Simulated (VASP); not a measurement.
The system is C.

```
C
1.0
     2.48801    0.00000    0.00000
    -1.24401    2.15468    0.00000
     0.00000    0.00000    8.12577
C
8
Direct
  0.66667 0.33333 0.84375
  0.33333 0.66667 0.34375
  0.66667 0.33333 0.65625
  0.33333 0.66667 0.15625
  0.00000 0.00000 0.90625
  0.00000 0.00000 0.40625
  0.00000 0.00000 0.59375
  0.00000 0.00000 0.09375
```

This cell differs from its parent crystal: volume scaled by 0.96.

Base run:

- Program: VASP 6.6.1
- Functional: PBEsol
- Potentials or basis: VASP PAW PBE potentials, release 64 (C)
- Cutoff: 520 eV
- k mesh: 12 × 12 × 4
- Occupations: fermi-dirac, width 0.05 eV
- Spin: no spin polarisation

Its results: band gap on the k mesh 4.37 eV, indirect (least direct gap 5.21 eV); pressure 16.1 GPa; largest force 0.357 eV/Å.

**Question.** The run is repeated on the same cell with these changes: functional from PBEsol to r2SCAN; dispersion from none to D3(BJ). What comes out?

**Answer.** Band gap on the k mesh 4.72 eV, indirect (least direct gap 5.49 eV); pressure 16.1 GPa; largest force 0.390 eV/Å.

Several settings changed at once, so the effect can't be laid on one alone.

Caveats: the PAW data sets were made with another functional, which shifts forces and pressure a little.

A k mesh can miss the band edges.
